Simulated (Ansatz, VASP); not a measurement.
**One calculation of GaAs, two programs**

```
Ga As
1.0
     0.00000    2.82885    2.82885
     2.82885    0.00000    2.82885
     2.82885    2.82885    0.00000
Ga As
1 1
Direct
  0.00000 0.00000 0.00000
  0.25000 0.25000 0.25000
```

Alike in both runs: functional PBEsol; k mesh 8 × 8 × 8; no spin polarisation.

Ansatz relaxed the structure, and its values are those at the end. VASP's run is a single point on that final structure, the one shown.

|  | VASP | Ansatz |
| --- | --- | --- |
| version | VASP 6.6.1 | Ansatz 0.2.0 |
| potentials or method | VASP PAW PBE potentials, release 64 (Ga_d, As) | plane waves, PAW |
| plane-wave cutoff (eV) | 520 | 420 |
| occupations | methfessel-paxton of order 1, width 0.0654 eV | cold |
| valence electrons in the cell | 18 | 28 |

|  | VASP | Ansatz | Ansatz less VASP |
| --- | --- | --- | --- |
| pressure (GPa) | 0.2 | 0.0 | -0.16 |

VASP's potentials were made for PBE, not for PBEsol. VASP's potentials hold 18 valence electrons a cell and Ansatz's 28, so a difference there can come from the potentials and not from the codes.
